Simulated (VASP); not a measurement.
# MgI2 (P-3m1) in VASP: notebook

Runs on MgI2. Level: PBE. Tasks: electric field gradients, single point.

Everything below comes from runs of VASP 6.6.1. Logs are shortened: lines on timing, memory, paths and dates and some standing lists are left out, and cuts for length are marked.

### Step 1. The cell of the first run

The structure is trigonal, space group P-3m1 (No. 164). Conventional cell: a = 4.154 Å, b = 4.154 Å, c = 6.862 Å, α = 90.00°, β = 90.00°, γ = 120.00°. Mg (site symmetry -3m) has 6 I at 2.92 Å within 3.8 Å. I (site symmetry 3m) has 3 Mg at 2.92 Å within 3.8 Å.

### Step 2. Electric field gradients, PBE

Contents of INCAR:

```
PREC = Accurate
ENCUT = 520
EDIFF = 1E-8
ISMEAR = -1
SIGMA = 0.03
LREAL = F
LASPH = T
NELM = 80
ALGO = Normal
ISIF = 2
LWAVE = F
LCHARG = F
GGA = PE
LEFG = T
NBANDS = 15
```

Contents of KPOINTS:

```
Automatic mesh
0
Gamma
  7 7 4
```

Contents of POSCAR:

```
MgI2
1.0
    4.1537001214      0.0000000000      0.0000000000
   -2.0768500607      3.5972098248      0.0000000000
    0.0000000000      0.0000000000      6.8620000000
Mg I
1 2
Direct
    0.0000000000      0.0000000000      0.0000000000
    0.3333333333      0.6666666667      0.7576300000
    0.6666666667      0.3333333333      0.2423700000
```

Potentials or basis: VASP PAW PBE potentials, release 64 (Mg, I).

Command:

```bash
cat potpaw_PBE.64/Mg/POTCAR potpaw_PBE.64/I/POTCAR > POTCAR
mpirun -np 1 vasp_std > vasp.out
```

OUTCAR:

```text
PREC = Accurate
   ENCUT = 520
   EDIFF = 1E-8
   ISMEAR = -1
   LREAL = F
   LASPH = T
   NELM = 80
   ISIF = 2
   GGA = PE

 ion  position               nearest neighbor table
   1  0.000  0.000  0.000-   2 2.92   3 2.92   2 2.92   3 2.92   3 2.92   2 2.92
   2  0.333  0.667  0.758-   1 2.92   1 2.92   1 2.92
   3  0.667  0.333  0.242-   1 2.92   1 2.92   1 2.92

  LATTYP: Found a hexagonal cell.
 ALAT       =     4.1537001214
 C/A-ratio  =     1.6520210413

  Lattice vectors:

 A1 = (   4.1537001214,   0.0000000000,   0.0000000000)
 A2 = (  -2.0768500607,   3.5972098248,   0.0000000000)
 A3 = (   0.0000000000,   0.0000000000,   6.8620000000)

Analysis of symmetry for initial positions (statically):
=====================================================================
 Subroutine PRICEL returns:
 Original cell was already a primitive cell.

 Routine SETGRP: Setting up the symmetry group for a
 hexagonal supercell.

 Subroutine GETGRP returns: Found 12 space group operations
 (whereof 12 operations were pure point group operations)
 out of a pool of 24 trial point group operations.

The static configuration has the point symmetry D_3d.

Analysis of symmetry for dynamics (positions and initial velocities):
=====================================================================
 Subroutine PRICEL returns:
 Original cell was already a primitive cell.

 Routine SETGRP: Setting up the symmetry group for a
 hexagonal supercell.

 Subroutine GETGRP returns: Found 12 space group operations
 (whereof 12 operations were pure point group operations)
 out of a pool of 24 trial point group operations.

The dynamic configuration has the point symmetry D_3d.

 Subroutine INISYM returns: Found 12 space group operations
 (whereof 12 operations are pure point group operations),
 and found     1 'primitive' translations

----------------------------------------------------------------------------------------

                                     Primitive cell

  volume of cell :     102.5302

  direct lattice vectors                    reciprocal lattice vectors
     4.153700121  0.000000000  0.000000000     0.240749205  0.138996618  0.000000000
    -2.076850061  3.597209825  0.000000000     0.000000000  0.277993236  0.000000000
     0.000000000  0.000000000  6.862000000     0.000000000  0.000000000  0.145730108

  length of vectors
     4.153700121  4.153700121  6.862000000     0.277993236  0.277993236  0.145730108

  position of ions in fractional coordinates (direct lattice)
     0.000000000  0.000000000  0.000000000
     0.333333333  0.666666667  0.757630000
     0.666666667  0.333333333  0.242370000

  ion indices of the primitive-cell ions
   primitive index   ion index
                 1           1
                 2           2
                 3           3

----------------------------------------------------------------------------------------

 KPOINTS: Automatic mesh

Automatic generation of k-mesh.
 Grid dimensions read from file:
 generate k-points for:    7    7    4

 Generating k-lattice:

  Cartesian coordinates                     Fractional coordinates (reciprocal lattice)
     0.034392744  0.019856660  0.000000000     0.142857143  0.000000000  0.000000000
     0.000000000  0.039713319  0.000000000     0.000000000  0.142857143  0.000000000
     0.000000000  0.000000000  0.036432527     0.000000000  0.000000000  0.250000000

  Length of vectors
     0.039713319  0.039713319  0.036432527

  Shift w.r.t. Gamma in fractional coordinates (k-lattice)
     0.000000000  0.000000000  0.000000000

 Subroutine IBZKPT returns following result:
 ===========================================

 Found     28 irreducible k-points:

 Following reciprocal coordinates:
            Coordinates               Weight
[... 32 lines left out ...]
   NGXF,Y,Z  is equivalent  to a cutoff of  25.62, 25.62, 26.17 a.u.
 SYSTEM =  unknown system
   PREC   = accura    normal or accurate (medium, high low for compatibility)
   ISTART =      0    job   : 0-new  1-cont  2-samecut
   ICHARG =      2    charge: 1-file 2-atom 10-const
   ISPIN  =      1    spin polarized calculation?
   LNONCOLLINEAR =      F non collinear calculations
   LSORBIT =      F    spin-orbit coupling
   LASPH  =      T    aspherical Exc in radial PAW
   ENCUT  =  520.0 eV  38.22 Ry    6.18 a.u.   7.72  7.72 12.76*2*pi/ulx,y,z
   NELM   =     80;   NELMIN=  2; NELMDL= -5     # of ELM steps
   EDIFF  = 0.1E-07   stopping-criterion for ELM
   LREAL  =      F    real-space projection
   EDIFFG = 0.1E-06   stopping-criterion for IOM
   NSW    =      0    number of steps for IOM
   IBRION =     -1    ionic relax: 0-MD 1-quasi-New 2-CG
   NFREE  =      0    steps in history (QN), initial steepest desc. (CG)
   ISIF   =      2    stress and relaxation
   ISYM   =      2    0-nonsym 1-usesym 2-fastsym
   POTIM  = 0.5000    time-step for ionic-motion
   TEBEG  =    0.0;   TEEND  =   0.0 temperature during run
   PSTRESS=    0.0 pullay stress
   NELECT =      16.0000    total number of electrons
   NUPDOWN=      -1.0000    fix difference up-down
   EMIN   =  10.00;   EMAX   =-10.00  energy-range for DOS
   EFERMI =   0.00;   METHOD = LEGACY
   ISMEAR =    -1;   SIGMA  =   0.03  broadening in eV -4-tet -1-fermi 0-gaus
   EFERMI_NEDOS =   21; number of points for ismear=-14 and -15
   IALGO  =     38    algorithm
   IMIX   =      4    mixing-type and parameters
     AMIX     =   0.40;   BMIX     =  1.00
     AMIX_MAG =   1.60;   BMIX_MAG =  1.00
  volume/ion in A,a.u.               =      34.18       230.64
  Fermi-wavevector in a.u.,A,eV,Ry     =   0.881382  1.665571 10.569477  0.776835
  Thomas-Fermi vector in A             =   2.001871
   LORBIT       =      0    0 simple, 1 ext, 2 COOP (PROOUT), +10 PAW based schemes
   GGA     = PE    functional components
   LHFCALC =     F    Hartree Fock is set to
   AEXX    =    0.0000 exact exchange contribution
   IVDW    =     0    specifies the selected vdW correction
   LEPSILON=     F    determine dielectric tensor
   LRPA    =     F    only Hartree local field effects (RPA)
 non-spin polarized calculation
  energy-cutoff  :      520.00
  volume of cell :      102.53
 maximum number of plane-waves:      2798
 NGX is ok and might be reduce to    32
   NGX = 15   NGY = 15   NGZ = 25

 number of electron      16.0000001 magnetization

 Free energy of the ion-electron system (eV)
  ---------------------------------------------------
  ext. energy  EPLUGINS =         0.00000000
  ---------------------------------------------------
  free energy    TOTEN  =        -7.69631016 eV

  energy without entropy =       -7.69631016  energy(sigma->0) =       -7.69631016

 E-fermi :   2.9459     XC(G=0):  -8.2136

 val. band max:        2.3267317575   @ k =   0.0000   0.0000   0.0000
 cond. band min:       5.8450967044   @ k =   0.4286   0.0000   0.2500
 fundamental gap:      3.5183649469
 Fermi energy:         2.9458555662

 k-point     1 :       0.0000    0.0000    0.0000
  band No.  band energies     occupation
      1      -9.7689      2.00000
      2      -9.0525      2.00000
      3      -1.2268      2.00000
      4       1.8503      2.00000
      5       1.8503      2.00000
      6       2.2343      2.00000
      7       2.2343      2.00000
      8       2.3267      2.00000
      9       6.0136      0.00000
     10       7.0758      0.00000
     11       8.9964      0.00000
     12       8.9964      0.00000
     13       9.7941      0.00000
     14      10.4542      0.00000
[... 401 lines left out ...]
      2      -8.9103      2.00000
      3      -1.2949      2.00000
      4      -0.8050      2.00000
      5       1.1230      2.00000
      6       1.1586      2.00000
      7       1.5008      2.00000
      8       1.6392      2.00000
      9       5.9249      0.00000
     10       7.5306      0.00000
     11       8.1391      0.00000
     12       8.4847      0.00000
     13      10.0303      0.00000
     14      12.1834      0.00000
     15      12.4155      0.00000

 [... further k-points ...]
[... 5 lines left out ...]
  --------------------------------------------------------------------------------------
  -------------------------------------------------------------------------------------
  Total        0.7142297      0.7142297      0.8882817      0.0000000      0.0000000      0.0000000
  in kB       11.1608391     11.1608391     13.8806452      0.0000000      0.0000000      0.0000000
  external PRESSURE =      12.0674412 kB  Pullay stress =       0.0000000 kB

 VOLUME and BASIS-vectors are now :
 -----------------------------------------------------------------------------
  energy-cutoff  :      520.00
  volume of cell :      102.53
      direct lattice vectors                 reciprocal lattice vectors
     4.153700121  0.000000000  0.000000000     0.240749205  0.138996618  0.000000000
    -2.076850061  3.597209825  0.000000000     0.000000000  0.277993236  0.000000000
     0.000000000  0.000000000  6.862000000     0.000000000  0.000000000  0.145730108

 POSITION                                       TOTAL-FORCE (eV/Angst)
 -----------------------------------------------------------------------------------
      0.00000      0.00000      0.00000         0.000000      0.000000     -0.000000
     -0.00000      2.39814      5.19886         0.000000      0.000000     -0.028647
      2.07685      1.19907      1.66314        -0.000000     -0.000000      0.028647
 -----------------------------------------------------------------------------------
    total drift:                               -0.000000      0.000000     -0.000000

  FREE ENERGIE OF THE ION-ELECTRON SYSTEM (eV)
  ---------------------------------------------------
  free  energy   TOTEN  =        -7.6963101583 eV

  energy  without entropy=       -7.6963101583  energy(sigma->0) =       -7.69631016

 Electric field gradients (V/A^2)
---------------------------------------------------------------------
 ion       V_xx      V_yy      V_zz      V_xy      V_xz      V_yz
---------------------------------------------------------------------
   1      -0.128    -0.128     0.256    -0.000    -0.000     0.000
   2      24.477    24.477   -48.954    -0.000     0.000    -0.000
   3      24.477    24.477   -48.954    -0.000     0.000    -0.000
---------------------------------------------------------------------

 Electric field gradients after diagonalization (V/A^2)
 (convention: |V_zz| > |V_xx| > |V_yy|)
----------------------------------------------------------------------
 ion       V_xx      V_yy      V_zz     asymmetry (V_yy - V_xx)/ V_zz
----------------------------------------------------------------------
   1      -0.128    -0.128     0.256       0.000
   2      24.477    24.477   -48.954       0.000
   3      24.477    24.477   -48.954       0.000
----------------------------------------------------------------------

           NMR quadrupolar parameters

 Cq : quadrupolar parameter    Cq=e*Q*V_zz/h
 eta: asymmetry parameters     (V_yy - V_xx)/ V_zz
 Q  : nuclear electric quadrupole moment in mb (millibarn)
----------------------------------------------------------------------
 ion       Cq(MHz)       eta       Q (mb)
----------------------------------------------------------------------
   1       0.001       0.000       1.000
   2      -0.118       0.000       1.000
   3      -0.118       0.000       1.000
----------------------------------------------------------------------
```

It took 77 s on 1 thread of AMD EPYC 7R43 (Zen 3), shared host; peak memory 0.2 GiB.

What came out:

```
Free energy                             : -7.6963 eV
Pressure                                : 1.2 GPa
Largest force                           : 0.029 eV/Å
Band gap on the k mesh                  : 3.52 eV (least direct gap 3.69 eV)
Largest electric field gradient by atom : Mg +0.3; I -49.0 V/Å²
```

Forces on the atoms (eV/Å):
```
Mg   0.000  0.000  0.000
I    0.000  0.000 -0.029
I    0.000  0.000  0.029
```

Stress tensor (GPa, compression positive):
```
1.12 0.00 0.00
0.00 1.12 0.00
0.00 0.00 1.39
```

Levels at points of the mesh, in eV from the valence-band top:
| k point | band 5 | band 6 | band 7 | band 8 | band 9 | band 10 | band 11 | band 12 |
| --- | --- | --- | --- | --- | --- | --- | --- | --- |
| (0.00, 0.00, 0.00) | -0.48 | -0.09 | -0.09 | 0.00 | 3.69 | 4.75 | 6.67 | 6.67 |
| (0.00, 0.00, 0.50) | -0.38 | -0.38 | -0.20 | -0.20 | 4.63 | 4.84 | 6.49 | 6.49 |

Electric field gradients, principal values (V/Å²):
```csv
atom,least,middle,greatest (by size)
1 Mg,-0.128,-0.128,0.256
2 I,24.477,24.477,-48.954
3 I,24.477,24.477,-48.954
```

Caveat: without QUAD_EFG the Cq values of the log hold for a quadrupole moment of 1 mb, not for the nuclei; spin-orbit coupling is left out, which moves the levels of the heavy elements; this functional lacks dispersion, which binds layers or chains, so the pressure and a relaxed spacing across them are unreliable.

### Step 3. Single point, PBE

POSCAR is that of step 2.

Contents of INCAR.step1:

```
SYSTEM = MgI2
PREC = Accurate
ENCUT = 520
EDIFF = 1E-6
ISMEAR = -1
SIGMA = 0.03
LREAL = .False.
LASPH = .True.
NELM = 60
ALGO = Normal
ISIF = 2
LWAVE = .False.
LCHARG = .True.
GGA = PE
NBANDS = 15
```

Contents of KPOINTS.step1:

```
regular mesh
0
Gamma
  7 7 4
  0 0 0
```

Contents of INCAR.step2:

```
SYSTEM = MgI2
PREC = Accurate
ENCUT = 520
EDIFF = 1E-6
ISMEAR = -5
SIGMA = 0.03
LREAL = .False.
LASPH = .True.
NELM = 60
ALGO = Normal
ISIF = 2
LWAVE = .False.
LCHARG = .False.
GGA = PE
LORBIT = 11
NBANDS = 15
NEDOS = 1001
ICHARG = 11
```

Contents of KPOINTS.step2:

```
regular mesh
0
Gamma
  11 11 6
  0 0 0
```

Potentials or basis: VASP PAW PBE potentials, release 64 (Mg, I).

Command:

```bash
cat potpaw_PBE.64/Mg/POTCAR potpaw_PBE.64/I/POTCAR > POTCAR
cp INCAR.step1 INCAR
cp KPOINTS.step1 KPOINTS
mpirun -np 1 vasp_std > vasp.out
cp INCAR.step2 INCAR
cp KPOINTS.step2 KPOINTS
mpirun -np 1 vasp_std > vasp.out
```

OUTCAR:

```text
SYSTEM = MgI2
   PREC = Accurate
   ENCUT = 520
   EDIFF = 1E-6
   ISMEAR = -5
   LREAL = .False.
   LASPH = .True.
   NELM = 60
   ISIF = 2
   GGA = PE
   LORBIT = 11
   ICHARG = 11

 ion  position               nearest neighbor table
   1  0.000  0.000  0.000-   2 2.92   3 2.92   2 2.92   3 2.92   3 2.92   2 2.92
   2  0.333  0.667  0.758-   1 2.92   1 2.92   1 2.92
   3  0.667  0.333  0.242-   1 2.92   1 2.92   1 2.92

  LATTYP: Found a hexagonal cell.
 ALAT       =     4.1537001214
 C/A-ratio  =     1.6520210413

  Lattice vectors:

 A1 = (   4.1537001214,   0.0000000000,   0.0000000000)
 A2 = (  -2.0768500607,   3.5972098248,   0.0000000000)
 A3 = (   0.0000000000,   0.0000000000,   6.8620000000)
[... 627 lines left out ...]
  in kB       11.1137767     11.1137767     13.8959146      0.0000000      0.0000000      0.0000000
  external PRESSURE =      12.0411560 kB  Pullay stress =       0.0000000 kB

 VOLUME and BASIS-vectors are now :
 -----------------------------------------------------------------------------
  energy-cutoff  :      520.00
  volume of cell :      102.53
      direct lattice vectors                 reciprocal lattice vectors
     4.153700121  0.000000000  0.000000000     0.240749205  0.138996618  0.000000000
    -2.076850061  3.597209825  0.000000000     0.000000000  0.277993236  0.000000000
     0.000000000  0.000000000  6.862000000     0.000000000  0.000000000  0.145730108

 POSITION                                       TOTAL-FORCE (eV/Angst)
 -----------------------------------------------------------------------------------
      0.00000      0.00000      0.00000         0.000000      0.000000      0.000000
     -0.00000      2.39814      5.19886         0.000000     -0.000000     -0.028996
      2.07685      1.19907      1.66314        -0.000000      0.000000      0.028996
 -----------------------------------------------------------------------------------
    total drift:                               -0.000000      0.000000     -0.000000

  FREE ENERGIE OF THE ION-ELECTRON SYSTEM (eV)
  ---------------------------------------------------
  free  energy   TOTEN  =        -7.6963827295 eV

  energy  without entropy=       -7.6963827295  energy(sigma->0) =       -7.69638273

 total charge

# of ion       s       p       d       tot
------------------------------------------
    1        0.139   0.113   0.028   0.280
    2        1.506   2.826   0.013   4.345
    3        1.506   2.826   0.013   4.345
--------------------------------------------------
tot          3.152   5.764   0.054   8.970
```

OUTCAR.step1:

```text
SYSTEM = MgI2
   PREC = Accurate
   ENCUT = 520
   EDIFF = 1E-6
   ISMEAR = -1
   LREAL = .False.
   LASPH = .True.
[... 657 lines left out ...]
      0.00000      0.00000      0.00000        -0.000000      0.000000      0.000000
     -0.00000      2.39814      5.19886        -0.000000      0.000000     -0.028748
      2.07685      1.19907      1.66314         0.000000      0.000000      0.028748
 -----------------------------------------------------------------------------------
    total drift:                               -0.000000      0.000000     -0.000000

  FREE ENERGIE OF THE ION-ELECTRON SYSTEM (eV)
  ---------------------------------------------------
  free  energy   TOTEN  =        -7.6963097809 eV

  energy  without entropy=       -7.6963097809  energy(sigma->0) =       -7.69630978
```

Wall time 4 min (1 thread of AMD EPYC 7R43 (Zen 3), shared host); peak memory 0.26 GiB.

Results:

```yaml
Valence_electrons_inside_the_program's_atomic_spheres: Mg 0.28; I 4.34
```

Caveat: spin-orbit coupling is left out, which moves the levels of the heavy elements; this functional lacks dispersion, which binds layers or chains, so the pressure and a relaxed spacing across them are unreliable.
